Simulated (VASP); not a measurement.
Wanted: the native input for a VASP 6.6.1 run.

* Task: electric field gradients
* Functional: PBE
* Potentials or basis: VASP PAW PBE potentials, release 64 (Li_sv, F)
* Cutoff: 520 eV
* k mesh: 4 × 4 × 2
* Occupations: gaussian, width 0.01 eV
* Spin: no spin polarisation
* Dipole correction: no
* Further INCAR settings: LREAL = Auto; ALGO = Normal; EDIFF = 1e-08; NBANDS = 102

The structure of LiF lies in POSCAR:

```
LiF
1.0
    6.1218796350      0.0000000000      0.0000000000
   -3.0609398175      5.3017032828      0.0000000000
    0.0000000000      0.0000000000      9.6146491400
Li F
16 16
Direct
    0.1666666667      0.3333333333      0.1905771300
    0.1666666667      0.3333333333      0.6905771300
    0.1666666667      0.8333333333      0.1905771300
    0.1666666667      0.8333333333      0.6905771300
    0.6666666667      0.3333333333      0.1905771300
    0.6666666667      0.3333333333      0.6905771300
    0.6666666667      0.8333333333      0.1905771300
    0.6666666667      0.8333333333      0.6905771300
    0.3333333333      0.1666666667      0.4405771300
    0.3333333333      0.1666666667      0.9405771300
    0.3333333333      0.6666666667      0.4405771300
    0.3333333333      0.6666666667      0.9405771300
    0.8333333333      0.1666666667      0.4405771300
    0.8333333333      0.1666666667      0.9405771300
    0.8333333333      0.6666666667      0.4405771300
    0.8333333333      0.6666666667      0.9405771300
    0.1666666667      0.3333333333      0.4969218700
    0.1666666667      0.3333333333      0.9969218700
    0.1666666667      0.8333333333      0.4969218700
    0.1666666667      0.8333333333      0.9969218700
    0.6666666667      0.3333333333      0.4969218700
    0.6666666667      0.3333333333      0.9969218700
    0.6666666667      0.8333333333      0.4969218700
    0.6666666667      0.8333333333      0.9969218700
    0.3333333333      0.1666666667      0.2469218700
    0.3333333333      0.1666666667      0.7469218700
    0.3333333333      0.6666666667      0.2469218700
    0.3333333333      0.6666666667      0.7469218700
    0.8333333333      0.1666666667      0.2469218700
    0.8333333333      0.1666666667      0.7469218700
    0.8333333333      0.6666666667      0.2469218700
    0.8333333333      0.6666666667      0.7469218700
```

These files were run (other wordings do the same):

INCAR

```
SYSTEM = LiF
  PREC = Accurate
  ENCUT = 520
  EDIFF = 1E-8
  ISMEAR = 0
  SIGMA = 0.01
  LREAL = Auto
  LASPH = .TRUE.
  NELM = 60
  ALGO = Normal
  ISIF = 2
  LWAVE = .FALSE.
  LCHARG = .FALSE.
  GGA = PE
  LEFG = .TRUE.
  NBANDS = 102
```

KPOINTS

```
regular mesh
0
G
  4 4 2
  0 0 0
```

Potentials or basis: VASP PAW PBE potentials, release 64 (Li_sv, F).

The run is started by

```bash
$ cat potpaw_PBE.64/Li_sv/POTCAR potpaw_PBE.64/F/POTCAR > POTCAR
$ mpirun -np 1 vasp_std > vasp.out
```

Results of the run:

| Quantity | Value |
| --- | --- |
| Largest force | 0.006 eV/Å |
| Band gap on the k mesh | 7.91 eV |
| Largest electric field gradient by atom | Li +0.1; F -0.7 V/Å² |

Caveat: without QUAD_EFG the Cq values of the log hold for a quadrupole moment of 1 mb, not for the nuclei.

Wall time 7.9 min on 1 thread of Intel(R) Xeon(R) Platinum 8259CL CPU @ 2.50GHz (Skylake/Cascade Lake), on a shared host, peak memory 0.47 GiB.
